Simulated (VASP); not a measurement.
# Sb5Se in VASP: further runs

The runs below take Sb5Se through single point, with PBE.

Program: VASP 6.6.1. These are calculated values, not measurements. Logs are shortened: lines on timing, memory, paths and dates and some standing lists are left out, and cuts for length are marked.

**1. The cell of the first run**

The typed cell holds 6 atoms: a = 6.372 Å, b = 6.372 Å, c = 5.349 Å, α = 90.00°, β = 90.00°, γ = 120.00°.

The cell was generated, and may not be a known phase.

**2. Single point, PBE**

File INCAR:

```
SYSTEM = Sb5Se
PREC = Accurate
ENCUT = 520
EDIFF = 1E-6
ISMEAR = 0
SIGMA = 0.1
LREAL = .FALSE.
LASPH = .TRUE.
NELM = 80
ALGO = Normal
ISIF = 2
LWAVE = .FALSE.
LCHARG = .TRUE.
GGA = PE
LELF = .TRUE.
LVHAR = .TRUE.
NBANDS = 24
```

File KPOINTS:

```
Automatic mesh
0
G
  3 3 4
  0 0 0
```

File POSCAR:

```
Sb5Se
1.0
    6.3724485383      0.0000000000      0.0000000000
   -3.1862242691      5.5187023185      0.0000000000
    0.0000000000      0.0000000000      5.3488669065
Sb Se
5 1
Direct
    0.5000000000      0.0000000000      0.5000000000
    0.0000000000      0.5000000000      0.5000000000
    0.5000000000      0.5000000000      0.5000000000
    0.3333333333      0.6666666667      0.9997664144
    0.6666666667      0.3333333333      0.0002335856
    0.0000000000      0.0000000000      0.5000000000
```

Potentials or basis: VASP PAW PBE potentials, release 64 (Sb, Se).

On the command line:

```console
> cat potpaw_PBE.64/Sb/POTCAR potpaw_PBE.64/Se/POTCAR > POTCAR
> mpirun -np 1 vasp_std > vasp.out
```

OUTCAR:

```text
SYSTEM = Sb5Se
   PREC = Accurate
   ENCUT = 520
   EDIFF = 1E-6
   ISMEAR = 0
   LREAL = .FALSE.
   LASPH = .TRUE.
   NELM = 80
   ISIF = 2
   GGA = PE

 ion  position               nearest neighbor table
   1  0.500  0.000  0.500-   3 3.19   3 3.19   6 3.19   6 3.19   2 3.19   2 3.19   4 3.24   5 3.24
                             4 3.25   5 3.25
   2  0.000  0.500  0.500-   6 3.19   6 3.19   3 3.19   3 3.19   1 3.19   1 3.19   4 3.24   5 3.24
                             4 3.25   5 3.25
   3  0.500  0.500  0.500-   1 3.19   1 3.19   2 3.19   2 3.19   6 3.19   6 3.19   4 3.24   5 3.24
                             4 3.25   5 3.25
   4  0.333  0.667  1.000-   1 3.24   2 3.24   3 3.24   1 3.25   2 3.25   3 3.25   5 3.68   5 3.68
                             5 3.68
   5  0.667  0.333  0.000-   1 3.24   2 3.24   3 3.24   1 3.25   2 3.25   3 3.25   4 3.68   4 3.68
                             4 3.68
   6  0.000  0.000  0.500-   2 3.19   2 3.19   1 3.19   1 3.19   3 3.19   3 3.19

  LATTYP: Found a hexagonal cell.
 ALAT       =     6.3724485383
 C/A-ratio  =     0.8393738881

  Lattice vectors:

 A1 = (   6.3724485383,   0.0000000000,   0.0000000000)
 A2 = (  -3.1862242691,   5.5187023185,   0.0000000000)
 A3 = (   0.0000000000,   0.0000000000,   5.3488669065)

Analysis of symmetry for initial positions (statically):
=====================================================================
 Subroutine PRICEL returns:
 Original cell was already a primitive cell.

 Routine SETGRP: Setting up the symmetry group for a
 hexagonal supercell.

 Subroutine GETGRP returns: Found 12 space group operations
 (whereof 12 operations were pure point group operations)
 out of a pool of 24 trial point group operations.

The static configuration has the point symmetry D_3d.

Analysis of symmetry for dynamics (positions and initial velocities):
=====================================================================
 Subroutine PRICEL returns:
 Original cell was already a primitive cell.

 Routine SETGRP: Setting up the symmetry group for a
 hexagonal supercell.

 Subroutine GETGRP returns: Found 12 space group operations
 (whereof 12 operations were pure point group operations)
 out of a pool of 24 trial point group operations.

The dynamic configuration has the point symmetry D_3d.

 Subroutine INISYM returns: Found 12 space group operations
 (whereof 12 operations are pure point group operations),
 and found     1 'primitive' translations

----------------------------------------------------------------------------------------

                                     Primitive cell

  volume of cell :     188.1071

  direct lattice vectors                    reciprocal lattice vectors
     6.372448538  0.000000000  0.000000000     0.156925551  0.090601009  0.000000000
    -3.186224269  5.518702318  0.000000000     0.000000000  0.181202019  0.000000000
     0.000000000  0.000000000  5.348866906     0.000000000  0.000000000  0.186955484

  length of vectors
     6.372448538  6.372448538  5.348866906     0.181202019  0.181202019  0.186955484

  position of ions in fractional coordinates (direct lattice)
     0.500000000  0.000000000  0.500000000
     1.000000000  0.500000000  0.500000000
     0.500000000  0.500000000  0.500000000
     0.333333333  0.666666667  0.999766414
     0.666666667  0.333333333  0.000233586
     0.000000000  0.000000000  0.500000000

  ion indices of the primitive-cell ions
   primitive index   ion index
                 1           1
                 2           2
                 3           3
                 4           4
                 5           5
                 6           6

----------------------------------------------------------------------------------------

 KPOINTS: Automatic mesh

Automatic generation of k-mesh.
 Grid dimensions read from file:
 generate k-points for:    3    3    4

 Generating k-lattice:

  Cartesian coordinates                     Fractional coordinates (reciprocal lattice)
     0.052308517  0.030200336  0.000000000     0.333333333  0.000000000  0.000000000
     0.000000000  0.060400673  0.000000000     0.000000000  0.333333333  0.000000000
     0.000000000  0.000000000  0.046738871     0.000000000  0.000000000  0.250000000

  Length of vectors
     0.060400673  0.060400673  0.046738871

  Shift w.r.t. Gamma in fractional coordinates (k-lattice)
     0.000000000  0.000000000  0.000000000

 Subroutine IBZKPT returns following result:
 ===========================================

 Found     10 irreducible k-points:

 Following reciprocal coordinates:
            Coordinates               Weight
  0.000000  0.000000  0.000000      1.000000
  0.333333 -0.000000  0.000000      6.000000
  0.333333  0.333333  0.000000      2.000000
  0.000000  0.000000  0.250000      2.000000
  0.333333 -0.000000  0.250000      6.000000
  0.000000  0.333333  0.250000      6.000000
  0.333333  0.333333  0.250000      4.000000
  0.000000  0.000000  0.500000      1.000000
  0.333333 -0.000000  0.500000      6.000000
  0.333333  0.333333  0.500000      2.000000
   k-points           NKPTS =     10   k-points in BZ     NKDIM =     10   number of bands    NBANDS=     24
   number of dos      NEDOS =    301   number of ions     NIONS =      6
   total plane-waves  NPLWV =  92160
   dimension x,y,z NGX =    48 NGY =   48 NGZ =   40
   dimension x,y,z NGXF=    96 NGYF=   96 NGZF=   80
   ions per type =               5   1
   NGX,Y,Z   is equivalent  to a cutoff of  12.52, 12.52, 12.43 a.u.
   NGXF,Y,Z  is equivalent  to a cutoff of  25.04, 25.04, 24.86 a.u.
 SYSTEM =  Sb5Se
   PREC   = accura    normal or accurate (medium, high low for compatibility)
   ISTART =      0    job   : 0-new  1-cont  2-samecut
   ICHARG =      2    charge: 1-file 2-atom 10-const
   ISPIN  =      1    spin polarized calculation?
   LNONCOLLINEAR =      F non collinear calculations
   LSORBIT =      F    spin-orbit coupling
   LASPH  =      T    aspherical Exc in radial PAW
   ENCUT  =  520.0 eV  38.22 Ry    6.18 a.u.  11.85 11.85  9.95*2*pi/ulx,y,z
   NELM   =     80;   NELMIN=  2; NELMDL= -5     # of ELM steps
   EDIFF  = 0.1E-05   stopping-criterion for ELM
   LREAL  =      F    real-space projection
   EDIFFG = 0.1E-04   stopping-criterion for IOM
   NSW    =      0    number of steps for IOM
   IBRION =     -1    ionic relax: 0-MD 1-quasi-New 2-CG
   NFREE  =      0    steps in history (QN), initial steepest desc. (CG)
   ISIF   =      2    stress and relaxation
   ISYM   =      2    0-nonsym 1-usesym 2-fastsym
   POTIM  = 0.5000    time-step for ionic-motion
   TEBEG  =    0.0;   TEEND  =   0.0 temperature during run
   PSTRESS=    0.0 pullay stress
   NELECT =      31.0000    total number of electrons
   NUPDOWN=      -1.0000    fix difference up-down
   EMIN   =  10.00;   EMAX   =-10.00  energy-range for DOS
   EFERMI =   0.00;   METHOD = LEGACY
   ISMEAR =     0;   SIGMA  =   0.10  broadening in eV -4-tet -1-fermi 0-gaus
   EFERMI_NEDOS =   21; number of points for ismear=-14 and -15
   IALGO  =     38    algorithm
   IMIX   =      4    mixing-type and parameters
     AMIX     =   0.40;   BMIX     =  1.00
     AMIX_MAG =   1.60;   BMIX_MAG =  1.00
  volume/ion in A,a.u.               =      31.35       211.57
  Fermi-wavevector in a.u.,A,eV,Ry     =   0.897554  1.696130 10.960885  0.805602
  Thomas-Fermi vector in A             =   2.020152
   LORBIT       =      0    0 simple, 1 ext, 2 COOP (PROOUT), +10 PAW based schemes
   GGA     = PE    functional components
   LHFCALC =     F    Hartree Fock is set to
   AEXX    =    0.0000 exact exchange contribution
   IVDW    =     0    specifies the selected vdW correction
   LEPSILON=     F    determine dielectric tensor
   LRPA    =     F    only Hartree local field effects (RPA)
 non-spin polarized calculation
 Gauss-broadening in eV      SIGMA  =   0.10
  energy-cutoff  :      520.00
  volume of cell :      188.11
 maximum number of plane-waves:      5088
 NGX is ok and might be reduce to    48
   NGX = 23   NGY = 23   NGZ = 19

 number of electron      31.0000000 magnetization

 Free energy of the ion-electron system (eV)
  ---------------------------------------------------
  ext. energy  EPLUGINS =         0.00000000
  ---------------------------------------------------
  free energy    TOTEN  =       -22.23198100 eV

  energy without entropy =      -22.20711842  energy(sigma->0) =      -22.21954971

 E-fermi :   5.5504     XC(G=0):  -9.1448

 val. band max:        5.5169738875   @ k =   0.0000   0.0000   0.5000
 cond. band min:       5.5600613156   @ k =   0.3333  -0.0000   0.5000
 fundamental gap:      0.0430874282
 Fermi energy:         5.5503988380

 k-point     1 :       0.0000    0.0000    0.0000
  band No.  band energies     occupation
      1      -7.3754      2.00000
      2      -5.5158      2.00000
      3      -3.1715      2.00000
      4      -2.5890      2.00000
      5      -2.5890      2.00000
      6      -1.9925      2.00000
[... 16 lines left out ...]
     23      10.3195      0.00000
     24      10.3195      0.00000

 k-point     2 :       0.3333   -0.0000    0.0000
  band No.  band energies     occupation
      1      -6.9916      2.00000
      2      -5.7751      2.00000
      3      -4.5748      2.00000
      4      -2.8285      2.00000
      5      -1.9485      2.00000
      6      -1.6454      2.00000
[... 16 lines left out ...]
     23       9.9813      0.00000
     24      10.1960      0.00000

 k-point     3 :       0.3333    0.3333    0.0000
  band No.  band energies     occupation
      1      -6.6814      2.00000
      2      -5.5872      2.00000
      3      -5.5872      2.00000
      4      -2.4962      2.00000
      5      -1.7923      2.00000
      6      -1.7923      2.00000
[... 16 lines left out ...]
     23       8.4927      0.00000
     24       9.5084      0.00000
[... 136 lines left out ...]
 k-point     9 :       0.3333   -0.0000    0.5000
  band No.  band energies     occupation
      1      -6.8501      2.00000
      2      -5.0716      2.00000
      3      -4.1838      2.00000
      4      -3.6604      2.00000
      5      -3.1227      2.00000
      6      -2.5792      2.00000
[... 16 lines left out ...]
     23       9.0721      0.00000
     24       9.8881      0.00000

 k-point    10 :       0.3333    0.3333    0.5000
  band No.  band energies     occupation
      1      -6.6609      2.00000
      2      -4.7880      2.00000
      3      -4.7880      2.00000
      4      -3.7084      2.00000
      5      -3.7084      2.00000
      6      -2.2332      2.00000
[... 16 lines left out ...]
     23       7.9945      0.00000
     24       8.5548      0.00000

------------------------ aborting loop because EDIFF is reached ----------------------------------------

  FORCE on cell =-STRESS in cart. coord.  units (eV):
  Direction    XX          YY          ZZ          XY          YZ          ZX
  --------------------------------------------------------------------------------------
  -------------------------------------------------------------------------------------
  Total       -0.0724012     -0.0724012     -0.0790929     -0.0000000      0.0000000      0.0000000
  in kB       -0.6166679     -0.6166679     -0.6736634     -0.0000000      0.0000000      0.0000000
  external PRESSURE =      -0.6356664 kB  Pullay stress =       0.0000000 kB

 VOLUME and BASIS-vectors are now :
 -----------------------------------------------------------------------------
  energy-cutoff  :      520.00
  volume of cell :      188.11
      direct lattice vectors                 reciprocal lattice vectors
     6.372448538  0.000000000  0.000000000     0.156925551  0.090601009  0.000000000
    -3.186224269  5.518702318  0.000000000     0.000000000  0.181202019  0.000000000
     0.000000000  0.000000000  5.348866906     0.000000000  0.000000000  0.186955484

 POSITION                                       TOTAL-FORCE (eV/Angst)
 -----------------------------------------------------------------------------------
      3.18622      0.00000      2.67443        -0.000000      0.000000     -0.000000
     -1.59311      2.75935      2.67443        -0.000000      0.000000     -0.000000
      1.59311      2.75935      2.67443        -0.000000      0.000000     -0.000000
     -0.00000      3.67913      5.34762         0.000000     -0.000000      0.003167
      3.18622      1.83957      0.00125        -0.000000      0.000000     -0.003167
      0.00000      0.00000      2.67443        -0.000000      0.000000     -0.000000
 -----------------------------------------------------------------------------------
    total drift:                               -0.000000      0.000000     -0.000000

  FREE ENERGIE OF THE ION-ELECTRON SYSTEM (eV)
  ---------------------------------------------------
  free  energy   TOTEN  =       -22.2319809953 eV

  energy  without entropy=      -22.2071184224  energy(sigma->0) =      -22.21954971
```

Wall time 52 s (1 thread of AMD EPYC 7R43 (Zen 3), shared host); peak memory 0.26 GiB.

What came out:

* Free energy: -22.2320 eV
* Pressure: -0.1 GPa
* Largest force: 0.003 eV/Å
* Band gap on the k mesh: zero (an odd number of electrons rules out a gap without spin polarisation)

Forces on the atoms (eV/Å):
```
Sb   0.000  0.000  0.000
Sb   0.000  0.000  0.000
Sb   0.000  0.000  0.000
Sb   0.000  0.000  0.003
Sb   0.000  0.000 -0.003
Se   0.000  0.000  0.000
```

Levels at points of the mesh, in eV from the Fermi level:
```csv
k point,band 11,band 12,band 13,band 14,band 15,band 16,band 17,band 18,band 19,band 20
"(0.00, 0.00, 0.00)",-1.24,-1.01,-1.01,-0.82,-0.44,-0.44,0.19,0.19,2.54,2.54
"(0.00, 0.00, 0.50)",-3.49,-1.62,-0.03,-0.03,0.63,0.76,1.45,1.45,2.71,3.32
```

Caveat: the k points lie up to 0.38 Å⁻¹ apart, too coarse for converged energies and pressures of a metal; spin-orbit coupling is left out, which moves the levels of the heavy elements.

[end of part 1 of 2]

The gap in the log of VASP goes by the Fermi energy; the results here count the filled bands.